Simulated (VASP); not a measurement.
Write the native input for VASP 6.6.1 that does the following.

- Task: single point
- Functional: PBEsol
- Potentials or basis: VASP PAW PBE potentials, release 64 (Zr_sv, C)
- Cutoff: 520 eV
- k mesh: 9 × 9 × 5
- Occupations: fermi-dirac, width 0.05 eV
- Spin: no spin polarisation
- Dipole correction: no
- Further INCAR settings: ALGO = Normal; EDIFF = 1e-06; NBANDS = 24

The structure of ZrC lies in POSCAR:

```
ZrC
1.0
    3.4593057972      0.0000000000      0.0000000000
   -1.7296528986      2.9958466999      0.0000000000
    0.0000000000      0.0000000000      5.2900530000
Zr C
2 2
Direct
    0.6666666667      0.3333333333      0.7500000000
    0.3333333333      0.6666666667      0.2500000000
    0.0000000000      0.0000000000      0.5000000000
    0.0000000000      0.0000000000      0.0000000000
```

One way to write it, as run:

INCAR

```
SYSTEM = ZrC
ALGO = Normal ; EDIFF = 1E-6
ENCUT = 520 ; GGA = PS
ISIF = 2 ; ISMEAR = -1
LASPH = .True. ; LCHARG = .False.
LREAL = .False. ; LWAVE = .False.
NBANDS = 24 ; NELM = 60
PREC = Accurate ; SIGMA = 0.05
```

KPOINTS

```
k-points
0
Gamma
  9 9 5
  0 0 0
```

Potentials or basis: VASP PAW PBE potentials, release 64 (Zr_sv, C).

Run with:

```sh
$ cat potpaw_PBE.64/Zr_sv/POTCAR potpaw_PBE.64/C/POTCAR > POTCAR
$ mpirun -np 1 vasp_std > vasp.out
```

It gave:

| Property | Result |
| --- | --- |
| Pressure | -15.0 GPa |
| Band gap on the k mesh | zero (band 16 reaches 10.16 eV, above the bottom of band 17 at 9.23 eV) |

Caveat: the PAW data sets were made with another functional, which shifts forces and pressure a little.

Run time: 24 s on 1 thread of Intel(R) Xeon(R) 6975P-C (Granite Rapids), with other jobs on the host, peak memory 0.19 GiB.
